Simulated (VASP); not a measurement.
Input of a VASP 6.6.1 run:

File INCAR:

```
SYSTEM = YN
ALGO     = Normal         ! electronic algorithm
EDIFF    = 1E-8           ! SCF threshold, eV
ENCUT    = 520            ! plane-wave cutoff, eV
GGA      = PE             ! functional
GGA_COMPAT= .FALSE.      
ISIF     = 2              ! what is computed and relaxed
ISMEAR   = -1             ! smearing method
LASPH    = .TRUE.         ! aspherical terms in the spheres
LCHARG   = .FALSE.        ! write CHGCAR
LEFG     = .TRUE.       
LMAXMIX  = 4              ! l up to which the mixer works
LORBIT   = 11             ! projections on sites
LORBMOM  = .TRUE.       
LREAL    = .FALSE.        ! projectors in reciprocal space
LSORBIT  = .TRUE.         ! spin-orbit coupling
LWAVE    = .FALSE.        ! write WAVECAR
MAGMOM   = 0 0 0 0 0 0    ! initial moments
NBANDS   = 28             ! bands
NELM     = 200            ! most SCF steps
PREC     = Accurate       ! precision mode
SIGMA    = 0.03           ! smearing width, eV
```

Contents of KPOINTS:

```
k-points
0
G
  9 9 9
  0 0 0
```

POSCAR

```
YN
1.0
    0.0000000000      2.4385000000      2.4385000000
    2.4385000000      0.0000000000      2.4385000000
    2.4385000000      2.4385000000      0.0000000000
Y N
1 1
Direct
    0.0000000000      0.0000000000      0.0000000000
    0.5000000000      0.5000000000      0.5000000000
```

Potentials or basis: VASP PAW PBE potentials, release 64 (Y_sv, N).

Run with:

```bash
$ cat potpaw_PBE.64/Y_sv/POTCAR potpaw_PBE.64/N/POTCAR > POTCAR
$ mpirun -np 1 vasp_ncl > vasp.out
```

Problem. What does it give for the net moment?

Solution. 0.00 μB per cell.

Problem. Estimate the pressure.

Solution. 2.8 GPa.

Moments on the atoms (μB; x, y, z):
```
Y   0.00 0.00 0.00
N   0.00 0.00 0.00
```

Caveat: without QUAD_EFG the Cq values of the log hold for a quadrupole moment of 1 mb, not for the nuclei.
